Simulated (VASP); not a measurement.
# Si (Fd-3m) in VASP: single point with PBE

Aim: the single point of Si with PBE.

All numbers are computed with VASP 6.6.1; they aren't measurements. Logs are shortened: lines on timing, memory, paths and dates and some standing lists are left out, and cuts for length are marked.

## (1) The cell of the first run

Symmetry: Fd-3m, No. 227, cubic system. The conventional cell has a = 5.437 Å, b = 5.437 Å, c = 5.437 Å, α = 90.00°, β = 90.00°, γ = 90.00°. Within 3.1 Å of Si (site symmetry -43m) lie 4 Si at 2.35 Å.

## (2) Single point, PBE

INCAR

```
SYSTEM = Si
PREC     = Accurate       ! precision mode
ENCUT    = 520            ! plane-wave cutoff, eV
EDIFF    = 1E-6           ! SCF threshold, eV
ISMEAR   = 0              ! smearing method
SIGMA    = 0.01           ! smearing width, eV
LREAL    = .FALSE.        ! projectors in reciprocal space
LASPH    = .TRUE.         ! aspherical terms in the spheres
NELM     = 100            ! most SCF steps
ALGO     = Normal         ! electronic algorithm
ISIF     = 2              ! what is computed and relaxed
LWAVE    = .FALSE.        ! write WAVECAR
LCHARG   = .TRUE.         ! write CHGCAR
GGA      = PE             ! functional
LELF     = .TRUE.         ! ELF
LVHAR    = .TRUE.       
NBANDS   = 11             ! bands
```

KPOINTS

```
Automatic mesh
0
G
  8 8 8
  0 0 0
```

POSCAR

```
Si
1.0
    0.0000000000      2.7185000000      2.7185000000
    2.7185000000      0.0000000000      2.7185000000
    2.7185000000      2.7185000000      0.0000000000
Si
2
Direct
    0.0000000000      0.0000000000      0.0000000000
    0.2500000000      0.2500000000      0.2500000000
```

Potentials or basis: VASP PAW PBE potentials, release 64 (Si).

Launch:

```bash
$ cat potpaw_PBE.64/Si/POTCAR > POTCAR
$ mpirun -np 1 vasp_std > vasp.out
```

OUTCAR:

```text
SYSTEM = Si
   PREC = Accurate
   ENCUT = 520
   EDIFF = 1E-6
   ISMEAR = 0
   LREAL = .FALSE.
   LASPH = .TRUE.
   NELM = 100
   ISIF = 2
   GGA = PE

 ion  position               nearest neighbor table
   1  0.000  0.000  0.000-   2 2.35   2 2.35   2 2.35   2 2.35
   2  0.250  0.250  0.250-   1 2.35   1 2.35   1 2.35   1 2.35

  LATTYP: Found a face centered cubic cell.
 ALAT       =     5.4370000000

  Lattice vectors:

 A1 = (   0.0000000000,   2.7185000000,   2.7185000000)
 A2 = (   2.7185000000,   0.0000000000,   2.7185000000)
 A3 = (   2.7185000000,   2.7185000000,   0.0000000000)

Analysis of symmetry for initial positions (statically):
=====================================================================
 Subroutine PRICEL returns:
 Original cell was already a primitive cell.

 Routine SETGRP: Setting up the symmetry group for a
 face centered cubic supercell.

 Subroutine GETGRP returns: Found 48 space group operations
 (whereof 24 operations were pure point group operations)
 out of a pool of 48 trial point group operations.

The static configuration has the point symmetry T_d .
 The point group associated with its full space group is O_h .

Analysis of symmetry for dynamics (positions and initial velocities):
=====================================================================
 Subroutine PRICEL returns:
 Original cell was already a primitive cell.

 Routine SETGRP: Setting up the symmetry group for a
 face centered cubic supercell.

 Subroutine GETGRP returns: Found 48 space group operations
 (whereof 24 operations were pure point group operations)
 out of a pool of 48 trial point group operations.

The dynamic configuration has the point symmetry T_d .
 The point group associated with its full space group is O_h .

 Subroutine INISYM returns: Found 48 space group operations
 (whereof 24 operations are pure point group operations),
 and found     1 'primitive' translations

----------------------------------------------------------------------------------------

                                     Primitive cell

  volume of cell :      40.1807

  direct lattice vectors                    reciprocal lattice vectors
     0.000000000  2.718500000  2.718500000    -0.183924959  0.183924959  0.183924959
     2.718500000  0.000000000  2.718500000     0.183924959 -0.183924959  0.183924959
     2.718500000  2.718500000  0.000000000     0.183924959  0.183924959 -0.183924959

  length of vectors
     3.844539569  3.844539569  3.844539569     0.318567373  0.318567373  0.318567373

  position of ions in fractional coordinates (direct lattice)
[... 77 lines left out ...]
   ENCUT  =  520.0 eV  38.22 Ry    6.18 a.u.   7.15  7.15  7.15*2*pi/ulx,y,z
   NELM   =    100;   NELMIN=  2; NELMDL= -5     # of ELM steps
   EDIFF  = 0.1E-05   stopping-criterion for ELM
   LREAL  =      F    real-space projection
[... 7 lines left out ...]
   TEBEG  =    0.0;   TEEND  =   0.0 temperature during run
   PSTRESS=    0.0 pullay stress
   NELECT =       8.0000    total number of electrons
   NUPDOWN=      -1.0000    fix difference up-down
   EMIN   =  10.00;   EMAX   =-10.00  energy-range for DOS
   EFERMI =   0.00;   METHOD = LEGACY
   ISMEAR =     0;   SIGMA  =   0.01  broadening in eV -4-tet -1-fermi 0-gaus
   EFERMI_NEDOS =   21; number of points for ismear=-14 and -15
   IALGO  =     38    algorithm
   IMIX   =      4    mixing-type and parameters
     AMIX     =   0.40;   BMIX     =  1.00
     AMIX_MAG =   1.60;   BMIX_MAG =  1.00
  volume/ion in A,a.u.               =      20.09       135.58
  Fermi-wavevector in a.u.,A,eV,Ry     =   0.955943  1.806471 12.433381  0.913828
  Thomas-Fermi vector in A             =   2.084827
   LORBIT       =      0    0 simple, 1 ext, 2 COOP (PROOUT), +10 PAW based schemes
   GGA     = PE    functional components
   LHFCALC =     F    Hartree Fock is set to
   AEXX    =    0.0000 exact exchange contribution
   IVDW    =     0    specifies the selected vdW correction
   LEPSILON=     F    determine dielectric tensor
   LRPA    =     F    only Hartree local field effects (RPA)
 non-spin polarized calculation
 Gauss-broadening in eV      SIGMA  =   0.01
  energy-cutoff  :      520.00
  volume of cell :       40.18
 maximum number of plane-waves:      1106
 NGX is ok and might be reduce to    30
   NGX = 15   NGY = 15   NGZ = 15

 number of electron       8.0000001 magnetization

 Free energy of the ion-electron system (eV)
  ---------------------------------------------------
  ext. energy  EPLUGINS =         0.00000000
  ---------------------------------------------------
  free energy    TOTEN  =       -10.84254538 eV

  energy without entropy =      -10.84254538  energy(sigma->0) =      -10.84254538

 E-fermi :   5.8380     XC(G=0):  -9.3948

 val. band max:        5.7920211218   @ k =   0.0000   0.0000   0.0000
 cond. band min:       6.4137408712   @ k =   0.3750   0.3750   0.0000
 fundamental gap:      0.6217197494
 Fermi energy:         5.8379892759

 k-point     1 :       0.0000    0.0000    0.0000
  band No.  band energies     occupation
      1      -6.1417      2.00000
      2       5.7920      2.00000
      3       5.7920      2.00000
      4       5.7920      2.00000
      5       8.3559      0.00000
      6       8.3559      0.00000
      7       8.3559      0.00000
      8       9.1258      0.00000
      9      13.5097      0.00000
     10      13.5097      0.00000
     11      13.7377      0.00000
[... 309 lines left out ...]
 k-point    24 :      -0.3750    0.2500    0.1250
  band No.  band energies     occupation
      1      -3.2819      2.00000
      2      -0.9781      2.00000
      3       2.3551      2.00000
      4       3.6432      2.00000
      5       8.8536      0.00000
      6       8.9263      0.00000
      7      11.6932      0.00000
      8      12.9002      0.00000
      9      13.1751      0.00000
     10      16.3620      0.00000
     11      17.4684      0.00000

 [... further k-points ...]
[... 5 lines left out ...]
  --------------------------------------------------------------------------------------
  -------------------------------------------------------------------------------------
  Total        0.4055763      0.4055763      0.4055763     -0.0000000     -0.0000000      0.0000000
  in kB       16.1720535     16.1720535     16.1720535     -0.0000000     -0.0000000      0.0000000
  external PRESSURE =      16.1720535 kB  Pullay stress =       0.0000000 kB

 VOLUME and BASIS-vectors are now :
 -----------------------------------------------------------------------------
  energy-cutoff  :      520.00
  volume of cell :       40.18
      direct lattice vectors                 reciprocal lattice vectors
     0.000000000  2.718500000  2.718500000    -0.183924959  0.183924959  0.183924959
     2.718500000  0.000000000  2.718500000     0.183924959 -0.183924959  0.183924959
     2.718500000  2.718500000  0.000000000     0.183924959  0.183924959 -0.183924959

 POSITION                                       TOTAL-FORCE (eV/Angst)
 -----------------------------------------------------------------------------------
      0.00000      0.00000      0.00000         0.000000      0.000000      0.000000
      1.35925      1.35925      1.35925        -0.000000     -0.000000     -0.000000
 -----------------------------------------------------------------------------------
    total drift:                               -0.000000     -0.000000     -0.000000

  FREE ENERGIE OF THE ION-ELECTRON SYSTEM (eV)
  ---------------------------------------------------
  free  energy   TOTEN  =       -10.8425453780 eV

  energy  without entropy=      -10.8425453780  energy(sigma->0) =      -10.84254538
```

Run time: 9.7 s. Hardware: 1 thread of Intel Xeon 6975P-C, shared host; peak memory 0.16 GiB.

Results:

* Free energy: -10.8425 eV
* Pressure: 1.6 GPa
* Band gap on the k mesh: 0.62 eV, indirect (least direct gap 2.56 eV)

A k mesh can miss the band edges. Expect the measured gap to be larger: semilocal functionals such as PBE lack the derivative discontinuity.
